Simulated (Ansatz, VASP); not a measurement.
# SrO: VASP beside Ansatz

POSCAR

```
SrO
1.0
    0.0000000000      2.3823418850      2.3823418850
    2.3823418850      0.0000000000      2.3823418850
    2.3823418850      2.3823418850      0.0000000000
Sr O
1 1
Direct
    0.5000000000      0.5000000000      0.5000000000
    0.0000000000      0.0000000000      0.0000000000
```

Contents of INCAR.step1:

```
PREC = Accurate ; ENCUT = 520
EDIFF = 1E-5 ; ISMEAR = -1
SIGMA = 0.025 ; LREAL = False
LASPH = True ; NELM = 120
ALGO = Normal ; ISIF = 2
LWAVE = True ; NBANDS = 15
GGA = PE ; GGA_COMPAT = False
```

File INCAR.step2:

```
PREC = Accurate ; ENCUT = 520
EDIFF = 1E-6 ; ISMEAR = -1
SIGMA = 0.025 ; LREAL = False
LASPH = True ; NELM = 120
ALGO = Normal ; ISIF = 2
LWAVE = False ; LCHARG = True
GGA = B5 ; LHFCALC = True
AEXX = 0.2 ; AGGAX = 0.72
AGGAC = 0.81 ; ALDAC = 0.19
PRECFOCK = Normal ; LELF = True
LVHAR = True ; NBANDS = 15
ISTART = 1 ; GGA_COMPAT = False
```

KPOINTS

```
regular mesh
0
Gamma
  5 5 5
```

input.yaml

```yaml
crystal:
  lattice: { a: 4.76468377, b: 4.76468377, c: 4.76468377, alpha: 90.0, beta: 90.0, gamma: 90.0 }
  space_group: 225
  reduce_to_primitive: true
  atoms:
    - { symbol: Sr, wyckoff: "4b", position: [0.5, 0.0, 0.0] }
    - { symbol: O, wyckoff: "4a", position: [0.0, 0.0, 0.0] }
hamiltonian:
  xc: b3lyp5
  pseudopotentials: { kind: nc, accuracy: standard }
kpoints:
  mp_grid: { grid: [5, 5, 5] }
scf:
  occupations: { method: fermi_dirac, width: 0.025 }
output:
  forces: true
  stress: true
  eigenvalues: true
  write_density: true
  write_potential: true
  elf: true
  volumetric_format: npy
```

Change from the starting cell: volume scaled by 0.8.

Alike in both runs: task single point; functional B3LYP5; k mesh 5 × 5 × 5; occupations fermi-dirac, width 0.025 eV; no spin polarisation.

|  | VASP | Ansatz |
| --- | --- | --- |
| version | VASP 6.6.1 | Ansatz 0.2.0 |
| potentials or method | VASP PAW PBE potentials, release 64 (Sr_sv, O) | PseudoDojo standard (PBE files) |
| plane-wave cutoff (eV) | 520 | 1143 |
| valence electrons in the cell | 16 | 16 |

|  | VASP | Ansatz | Ansatz less VASP |
| --- | --- | --- | --- |
| gap on the k mesh at the Fermi level (eV) | 5.09 | 5.08 | -0.012 |
| least direct gap on the mesh (eV) | 5.09 | 5.08 | -0.012 |
| pressure (GPa) | 43.5 | 42.7 | -0.81 |

VASP's potentials were made for PBE, not for B3LYP5. Both programs put the cell under a high pressure, so it lies far from rest at this level. With one functional, cell and mesh, what is left measures potentials, basis and numerics.

The k mesh is coarse, so the values compare programs but aren't converged. Noted on Ansatz's run: the potentials were made for another functional, which shifts forces and pressure; odd divisions of the mesh miss points on the zone boundary, where band edges often lie, so the gap on the mesh can be too wide.
